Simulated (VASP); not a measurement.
Input of a VASP 6.6.1 run:

The input INCAR:

```
SYSTEM = SiO2
  PREC = Accurate
  ENCUT = 520
  EDIFF = 1E-7
  ISMEAR = 0
  SIGMA = 0.02
  LREAL = .FALSE.
  LASPH = .TRUE.
  NELM = 80
  ALGO = Normal
  ISIF = 2
  LWAVE = .FALSE.
  LCHARG = .FALSE.
  NBANDS = 25
```

File KPOINTS:

```
Automatic mesh
0
G
  6 6 8
  0 0 0
```

POSCAR

```
SiO2
1.0
    4.1549550382      0.0000000000      0.0000000000
    0.0000000000      4.1549550382      0.0000000000
    0.0000000000      0.0000000000      2.6613631976
Si O
2 4
Direct
    0.0000000000      0.0000000000      0.0000000000
    0.5000000000      0.5000000000      0.5000000000
    0.3055700493      0.3055700493      0.0000000000
    0.1944299507      0.8055700493      0.5000000000
    0.6944299507      0.6944299507      0.0000000000
    0.8055700493      0.1944299507      0.5000000000
```

Potentials or basis: VASP PAW LDA potentials, release 64 (Si, O).

Run with:

```bash
$ cat potpaw_LDA.64/Si/POTCAR potpaw_LDA.64/O/POTCAR > POTCAR
$ mpirun -np 1 vasp_std > vasp.out
```

Problem. What does it give for the largest force?

Solution. 0.034 eV/Å.

Problem. Predict the band gap on the k mesh.

Solution. 5.82 eV, direct.

Problem. What does it give for the pressure?

Solution. 1.1 GPa.

Forces in eV/Å, atoms in the order of the input:
```
Si   0.000  0.000  0.000
Si   0.000  0.000  0.000
O   -0.024 -0.024  0.000
O    0.024 -0.024  0.000
O    0.024  0.024  0.000
O   -0.024  0.024  0.000
```

A k mesh can miss the band edges. LDA gaps usually lie below the measured ones, often by a third to a half.
